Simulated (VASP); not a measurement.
## MoS2: single point with PBEsol

Crystal: MoS2.

```
Mo S
1.0
     3.14637    0.00000    0.00000
    -1.57319    2.72484    0.00000
     0.00000    0.00000   13.29173
Mo S
2 4
Direct
  0.33333 0.66667 0.25000
  0.66667 0.33333 0.75000
  0.33333 0.66667 0.63278
  0.66667 0.33333 0.13278
  0.33333 0.66667 0.86722
  0.66667 0.33333 0.36722
```

```json
{
 "Program": "VASP 6.6.1",
 "Task": "single point",
 "Functional": "PBEsol",
 "Potentials or basis": "VASP PAW PBE potentials, release 64 (Mo_sv, S)",
 "Cutoff": "520 eV",
 "k mesh": "12 × 12 × 4",
 "Occupations": "gaussian, width 0.02 eV",
 "Spin": "no spin polarisation"
}
```

```
Pressure               : -0.5 GPa
Band gap on the k mesh : 1.27 eV (least direct gap 1.75 eV)
```

Levels at points of the mesh, in eV from the valence-band top:
```
           k point  band 24  band 25  band 26  band 27  band 28  band 29
(0.00, 0.00, 0.00)    -1.50    -0.84     0.00     2.47     2.47     2.48
(0.50, 0.00, 0.00)    -1.27    -1.09    -1.05     1.98     1.99     2.41
(0.00, 0.00, 0.50)    -1.87    -0.27    -0.27     2.48     2.48     2.48
(0.50, 0.00, 0.50)    -1.30    -1.07    -1.07     1.99     1.99     2.49
```

Run time: 100 s on 1 thread of AMD EPYC 9R45 96-Core Processor (Zen 5), with other jobs on the host, peak memory 0.31 GiB.

Caveat: the PAW data sets were made with another functional, which shifts forces and pressure a little; this functional lacks dispersion, which binds layers or chains, so the pressure and a relaxed spacing across them are unreliable. A k mesh can miss the band edges.
